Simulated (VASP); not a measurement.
A run of VASP 6.6.1 is set up as follows.

File INCAR:

```
SYSTEM = GdN
PREC     = Accurate       ! precision mode
ENCUT    = 520            ! plane-wave cutoff, eV
EDIFF    = 1E-6           ! SCF threshold, eV
ISMEAR   = 0              ! smearing method
SIGMA    = 0.05           ! smearing width, eV
LREAL    = .False.        ! projectors in reciprocal space
LASPH    = .True.         ! aspherical terms in the spheres
NELM     = 150            ! most SCF steps
ALGO     = Normal         ! electronic algorithm
ISIF     = 2              ! what is computed and relaxed
LWAVE    = .False.        ! write WAVECAR
LCHARG   = .True.         ! write CHGCAR
ISPIN    = 2              ! spin polarisation
MAGMOM   = 7.56 7.56 -0.11 -0.11 ! initial moments
LORBIT   = 11             ! projections on sites
LMAXMIX  = 6              ! l up to which the mixer works
LDAU     = .True.         ! DFT+U
LDAUTYPE = 2            
LDAUL    = 3 -1           ! shell
LDAUU    = 6 0            ! U, eV
LDAUJ    = 0 0          
LDAUPRINT= 1            
GGA      = PE             ! functional
LELF     = .True.         ! ELF
LVHAR    = .True.       
NBANDS   = 35             ! bands
```

Contents of KPOINTS:

```
Automatic mesh
0
Gamma
  8 8 8
  0 0 0
```

File POSCAR:

```
GdN
1.0
    4.3247826489      0.0000000000      0.0000000000
    0.0000000000      4.3247826489      0.0000000000
    0.0000000000      0.0000000000      3.5938191369
Gd N
2 2
Direct
    0.5000000000      0.0000000000      0.2439616392
    0.0000000000      0.5000000000      0.7560383608
    0.0000000000      0.0000000000      0.0000000000
    0.5000000000      0.5000000000      0.0000000000
```

Potentials or basis: VASP PAW PBE potentials, release 64 (Gd, N).

The run is started by

```console
$ cat potpaw_PBE.64/Gd/POTCAR potpaw_PBE.64/N/POTCAR > POTCAR
$ mpirun -np 1 vasp_std > vasp.out
```

Question: Predict the site moments.

Answer: Gd +6.86; N -0.08 μB.

Question: Estimate the net moment.

Answer: 14.00 μB per cell.

Question: What does it give for the pressure?

Answer: 0.2 GPa.

Question: Predict the band gap on the k mesh.

Answer: 0.29 eV (least direct gap 0.61 eV).

Forces on the atoms (eV/Å):
```
Gd   0.000  0.000  0.049
Gd   0.000  0.000 -0.049
N    0.000  0.000  0.000
N    0.000  0.000  0.000
```

Caveat: semilocal functionals underestimate gaps, and a narrow one can read as zero; spin-orbit coupling is left out, which moves the levels of the heavy elements. A k mesh can miss the band edges.
